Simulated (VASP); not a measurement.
# Al3Ga2Sb5 (P1) in VASP: relaxation of cell and atoms with PBE

Aim: the relaxation of cell and atoms of Al3Ga2Sb5 with PBE.

All numbers are computed with VASP 6.6.1; they aren't measurements. Logs are shortened: lines on timing, memory, paths and dates and some standing lists are left out, and cuts for length are marked.

## Step 1: The cell of the first run

The typed cell holds 10 atoms: a = 4.474 Å, b = 4.409 Å, c = 15.668 Å, α = 98.94°, β = 97.48°, γ = 89.14°.

## Step 2: Relaxation of cell and atoms, PBE

The input, INCAR:

```
  PREC = Accurate
  ENCUT = 600
  EDIFF = 1E-6
  ISMEAR = 0
  SIGMA = 0.1
  LREAL = False
  LASPH = True
  NELM = 100
  ALGO = Normal
  ISIF = 3
  LWAVE = False
  LCHARG = False
  GGA = PE
  IBRION = 2
  NSW = 80
  EDIFFG = -0.025
  KPAR = 4
```

The input, KPOINTS:

```
regular mesh
0
Gamma
  4 4 4
```

The input, POSCAR:

```
Al3Ga2Sb5
1.0
    0.0335102948     -4.4734488210      0.0331118743
    4.4092187232     -0.0335102948     -0.0280355961
   -2.3204543691      2.1364479461     15.3474137844
Al Ga Sb
3 2 5
Direct
    0.8730495100      0.9128806885      0.7971531260
    0.4788661125      0.5210005542     -0.0073376591
    0.0872248458      0.1220606515      0.1917043552
    0.7227137889      0.7058073801      0.3948530544
    0.3276739742      0.3395964162      0.6068551802
    0.3780106018      0.8095405271      0.6964847573
    0.9743713188      0.3918378968      0.8973110181
    0.5406037585      0.0402704707      0.1054896602
    0.1256613864      0.6592818586      0.3074201006
    0.7418247031      0.2477235563      0.5100664070
```

Potentials or basis: VASP PAW PBE potentials, release 64 (Al, Ga_d, Sb).

Launch:

```console
> cat potpaw_PBE.64/Al/POTCAR potpaw_PBE.64/Ga_d/POTCAR potpaw_PBE.64/Sb/POTCAR > POTCAR
> mpirun -np 4 vasp_std > vasp.out
```

OUTCAR:

```text
PREC = Accurate
   ENCUT = 600
   EDIFF = 1E-6
   ISMEAR = 0
   LREAL = False
   LASPH = True
   NELM = 100
   ISIF = 3
   GGA = PE
   IBRION = 2
   NSW = 80
   EDIFFG = -0.025

 ion  position               nearest neighbor table
   1  0.873  0.913  0.797-   7 2.44   6 2.55   6 2.91   7 2.97
   2  0.479  0.521  0.993-   7 2.56   8 2.66   7 2.83   8 2.95
   3  0.087  0.122  0.192-   8 2.57   8 2.64   9 2.74   9 2.92
   4  0.723  0.706  0.395-   9 2.39  10 2.76   9 2.83  10 2.90
   5  0.328  0.340  0.607-   6 2.31  10 2.53  10 2.85   6 2.90
   6  0.378  0.810  0.696-   5 2.31   1 2.55   5 2.90   1 2.91
   7  0.974  0.392  0.897-   1 2.44   2 2.56   2 2.83   1 2.97
   8  0.541  0.040  0.105-   3 2.57   3 2.64   2 2.66   2 2.95
   9  0.126  0.659  0.307-   4 2.39   3 2.74   4 2.83   3 2.92
  10  0.742  0.248  0.510-   5 2.53   4 2.76   5 2.85   4 2.90

  LATTYP: Found a triclinic cell.
 ALAT       =    15.6681852228
 B/A-ratio  =     0.2814260315
 C/A-ratio  =     0.2855274435
 COS(alpha) =     0.0150423467
 COS(beta)  =     0.1302076557
 COS(gamma) =     0.1553566679

  Lattice vectors:

 A1 = (   2.3204543691,  -2.1364479461, -15.3474137844)
 A2 = (   4.4092187232,  -0.0335102948,  -0.0280355961)
 A3 = (   0.0335102948,  -4.4734488210,   0.0331118743)

Analysis of symmetry for initial positions (statically):
=====================================================================
 Subroutine PRICEL returns:
 Original cell was already a primitive cell.

 Routine SETGRP: Setting up the symmetry group for a
 triclinic supercell.

 Subroutine GETGRP returns: Found  1 space group operations
 (whereof  1 operations were pure point group operations)
 out of a pool of  2 trial point group operations.

The static configuration has the point symmetry C_1 .

Analysis of symmetry for dynamics (positions and initial velocities):
=====================================================================
 Subroutine PRICEL returns:
 Original cell was already a primitive cell.

 Routine SETGRP: Setting up the symmetry group for a
 triclinic supercell.

 Subroutine GETGRP returns: Found  1 space group operations
 (whereof  1 operations were pure point group operations)
 out of a pool of  2 trial point group operations.

The dynamic configuration has the point symmetry C_1 .

 Subroutine INISYM returns: Found  1 space group operations
 (whereof  1 operations are pure point group operations),
[... 127 lines left out ...]
   ISMEAR =     0;   SIGMA  =   0.10  broadening in eV -4-tet -1-fermi 0-gaus
   EFERMI_NEDOS =   21; number of points for ismear=-14 and -15
   IALGO  =     38    algorithm
   IMIX   =      4    mixing-type and parameters
     AMIX     =   0.40;   BMIX     =  1.00
     AMIX_MAG =   1.60;   BMIX_MAG =  1.00
  volume/ion in A,a.u.               =      30.27       204.29
  Fermi-wavevector in a.u.,A,eV,Ry     =   0.954503  1.803749 12.395943  0.911076
  Thomas-Fermi vector in A             =   2.083256
   LORBIT       =      0    0 simple, 1 ext, 2 COOP (PROOUT), +10 PAW based schemes
   GGA     = PE    functional components
   LHFCALC =     F    Hartree Fock is set to
   AEXX    =    0.0000 exact exchange contribution
   IVDW    =     0    specifies the selected vdW correction
   LEPSILON=     F    determine dielectric tensor
   LRPA    =     F    only Hartree local field effects (RPA)
 conjugate gradient relaxation of ions
 non-spin polarized calculation
 Gauss-broadening in eV      SIGMA  =   0.10
  energy-cutoff  :      600.00
  volume of cell :      302.72
 maximum number of plane-waves:     10158
   NGX = 17   NGY = 17   NGZ = 63

--------------------------------------- Ionic step        1  -------------------------------------------

 number of electron      59.9999996 magnetization

 Free energy of the ion-electron system (eV)
  ---------------------------------------------------
  ext. energy  EPLUGINS =         0.00000000
  ---------------------------------------------------
  free energy    TOTEN  =       -36.83401977 eV

  energy without entropy =      -36.83195863  energy(sigma->0) =      -36.83298920

------------------------ aborting loop because EDIFF is reached ----------------------------------------

  FORCE on cell =-STRESS in cart. coord.  units (eV):
  Direction    XX          YY          ZZ          XY          YZ          ZX
  --------------------------------------------------------------------------------------
  -------------------------------------------------------------------------------------
  Total        3.8056488      4.7142892      4.6688978     -0.2240577      1.8148978      8.2843158
  in kB       20.1416727     24.9507179     24.7104810     -1.1858418      9.6054783     43.8453434
  external PRESSURE =      23.2676239 kB  Pullay stress =       0.0000000 kB
[... 113 lines left out ...]
  FREE ENERGIE OF THE ION-ELECTRON SYSTEM (eV)
  ---------------------------------------------------
  free  energy   TOTEN  =       -38.6815229419 eV

  energy  without entropy=      -38.6797505676  energy(sigma->0) =      -38.68063675

[... ionic steps 4 to 21 ...]

--------------------------------------- Ionic step       22  -------------------------------------------

 number of electron      60.0000002 magnetization

------------------------ aborting loop because EDIFF is reached ----------------------------------------
[... 83 lines left out ...]
--------------------------------------- Ionic step       24  -------------------------------------------

 number of electron      60.0000002 magnetization

 Free energy of the ion-electron system (eV)
  ---------------------------------------------------
  ext. energy  EPLUGINS =         0.00000000
  ---------------------------------------------------
  free energy    TOTEN  =       -39.14558565 eV

  energy without entropy =      -39.14557865  energy(sigma->0) =      -39.14558215

 E-fermi :   4.6777     XC(G=0):  -8.6221

 val. band max:        4.4423554891   @ k =   0.0000   0.0000   0.0000
 cond. band min:       4.9129192440   @ k =   0.0000   0.0000   0.0000
 fundamental gap:      0.4705637548
 Fermi energy:         4.6777470735

 k-point     1 :       0.0000    0.0000    0.0000
  band No.  band energies     occupation
      1     -10.4039      2.00000
      2     -10.3832      2.00000
      3     -10.3791      2.00000
      4     -10.3782      2.00000
      5     -10.3667      2.00000
      6     -10.3661      2.00000
[... 925 lines left out ...]
     35       7.3403      0.00000
     36       7.6097      0.00000

 [... further k-points ...]
[... 5 lines left out ...]
  --------------------------------------------------------------------------------------
  -------------------------------------------------------------------------------------
  Total        0.0868189      0.0470952      0.0831710     -0.0033776     -0.0263249     -0.0764411
  in kB        0.4605780      0.2498420      0.4412253     -0.0179182     -0.1396547     -0.4055232
  external PRESSURE =       0.3838818 kB  Pullay stress =       0.0000000 kB
[... 25 lines left out ...]
  FREE ENERGIE OF THE ION-ELECTRON SYSTEM (eV)
  ---------------------------------------------------
  free  energy   TOTEN  =       -39.1455856490 eV

  energy  without entropy=      -39.1455786452  energy(sigma->0) =      -39.14558215

 reached required accuracy - stopping structural energy minimisation
```

OSZICAR:

```text
N       E                     dE             d eps       ncg     rms          rms(c)
DAV:   1     0.429061766818E+03    0.42906E+03   -0.25291E+04  2592   0.178E+03
DAV:   2     0.194899339658E+02   -0.40957E+03   -0.40072E+03  2920   0.387E+02
DAV:   3    -0.342274408300E+02   -0.53717E+02   -0.51547E+02  3084   0.127E+02
DAV:   4    -0.371722017110E+02   -0.29448E+01   -0.29003E+01  3196   0.293E+01
[... 199 lines left out ...]
       N       E                     dE             d eps       ncg     rms          rms(c)
DAV:   1    -0.391456294461E+02   -0.11649E-03   -0.55441E-03  2956   0.476E-01    0.487E-02
DAV:   2    -0.391455979326E+02    0.31513E-04   -0.37639E-04  3272   0.193E-01    0.226E-02
DAV:   3    -0.391455862724E+02    0.11660E-04   -0.38008E-05  4196   0.402E-02    0.644E-03
DAV:   4    -0.391455856490E+02    0.62343E-06   -0.28299E-06  2176   0.127E-02
  24 F= -.39145586E+02 E0= -.39145582E+02  d E =-.518310E-03
```

Wall time 44 min (4 MPI ranks of Oxide Virtual Turin-like, shared host); peak memory 0.74 GiB.

Results:

* Free energy: -39.1456 eV
* Relaxed volume: 30.20 Å³/atom
* Relaxed cell: a = 4.436 Å, b = 4.434 Å, c = 15.669 Å, α = 98.10°, β = 98.15°, γ = 90.00°
* Space group after relaxing (to 0.1 Å): I-4m2 (No. 119)
* Energy gained by relaxing: 231.2 meV/atom
* Ionic steps: 24
* Pressure after relaxing: 0.0 GPa
* Largest force after relaxing: 0.025 eV/Å
* Band gap on the k mesh: 0.47 eV

Forces in eV/Å, atoms in the order of the input:
```
Al   0.012 -0.013  0.002
Al   0.004 -0.012 -0.011
Al   0.002 -0.003 -0.008
Ga   0.010  0.006  0.007
Ga   0.014  0.013  0.015
Sb  -0.005  0.019  0.007
Sb   0.003  0.010 -0.022
Sb  -0.004 -0.003 -0.005
Sb  -0.019 -0.010  0.001
Sb  -0.018 -0.008  0.014
```

The path:
| step | energy change (eV) | largest force (eV/Å) | pressure (GPa) | volume (Å³) |
| --- | --- | --- | --- | --- |
| 1 | 0.0000 | 4.3533 | 2.33 | 302.72 |
| 2 | -1.8145 | 1.1120 | -2.33 | 321.87 |
| 3 | -1.8475 | 1.2199 | -2.05 | 318.97 |
| 4 | -2.1858 | 0.3196 | -0.13 | 303.13 |
| 5 | -2.1950 | 0.3025 | 0.32 | 300.27 |
| 6 | -2.2678 | 0.2675 | 0.29 | 300.27 |
| 7 | -2.2710 | 0.3050 | 0.31 | 300.25 |
| 8 | -2.2937 | 0.1756 | -0.11 | 302.95 |
| 9 | -2.2948 | 0.1437 | -0.24 | 303.76 |
| 10 | -2.2996 | 0.1033 | 0.01 | 302.07 |
| 11 | -2.2997 | 0.1134 | 0.09 | 301.75 |
| 12 | -2.3024 | 0.0775 | 0.05 | 301.82 |
| 13 | -2.3037 | 0.1005 | 0.04 | 301.91 |
| 14 | -2.3061 | 0.0764 | -0.01 | 302.23 |
| 15 | -2.3081 | 0.0685 | -0.11 | 302.80 |
| 16 | -2.3097 | 0.0427 | 0.03 | 302.00 |
| 17 | -2.3098 | 0.0441 | 0.07 | 301.81 |
| 18 | -2.3103 | 0.0304 | 0.00 | 302.18 |
| 19 | -2.3103 | 0.0512 | -0.05 | 302.49 |
| 20 | -2.3104 | 0.0422 | -0.02 | 302.37 |
| 21 | -2.3109 | 0.0290 | -0.05 | 302.48 |
| 22 | -2.3110 | 0.0330 | -0.06 | 302.56 |
| 23 | -2.3115 | 0.0267 | 0.03 | 302.15 |
| 24 | -2.3116 | 0.0248 | 0.04 | 302.01 |

Final structure:
```
CELL_PARAMETERS angstrom
-0.00030 -4.43608 -0.00048
4.43441 0.00009 0.00175
-2.21285 2.22050 15.35211
ATOMIC_POSITIONS crystal
Al 0.90059 0.89736 0.79951
Al 0.49940 0.50002 0.00040
Al 0.09905 0.10284 0.20071
Ga 0.69975 0.70145 0.40018
Ga 0.30122 0.29802 0.59910
Sb 0.35105 0.84817 0.69936
Sb 0.94978 0.44788 0.90015
Sb 0.54900 0.05043 0.10060
Sb 0.14939 0.65279 0.30040
Sb 0.75078 0.25103 0.49958
```

Levels at points of the mesh, in eV from the valence-band top:
| k point | band 27 | band 28 | band 29 | band 30 | band 31 | band 32 | band 33 | band 34 |
| --- | --- | --- | --- | --- | --- | --- | --- | --- |
| (0.00, 0.00, 0.00) | -1.19 | -0.09 | -0.09 | 0.00 | 0.47 | 0.87 | 1.12 | 1.52 |
| (0.50, 0.00, 0.00) | -1.14 | -1.06 | -1.04 | -0.94 | 0.73 | 1.27 | 1.62 | 2.05 |
| (0.00, 0.50, 0.00) | -1.13 | -1.07 | -1.05 | -0.94 | 0.73 | 1.27 | 1.60 | 2.06 |
| (0.50, 0.50, 0.00) | -2.47 | -2.45 | -2.24 | -2.23 | 1.22 | 1.27 | 1.77 | 1.84 |
| (0.00, 0.00, 0.50) | -0.58 | -0.57 | -0.41 | -0.40 | 0.99 | 1.04 | 1.23 | 1.28 |
| (0.50, 0.00, 0.50) | -1.14 | -1.06 | -1.05 | -0.94 | 0.73 | 1.27 | 1.61 | 2.06 |
| (0.00, 0.50, 0.50) | -1.13 | -1.07 | -1.05 | -0.94 | 0.73 | 1.26 | 1.62 | 2.05 |
| (0.50, 0.50, 0.50) | -2.47 | -2.45 | -2.24 | -2.23 | 1.22 | 1.27 | 1.77 | 1.84 |

Caveat: spin-orbit coupling is left out, which moves the levels of the heavy elements.
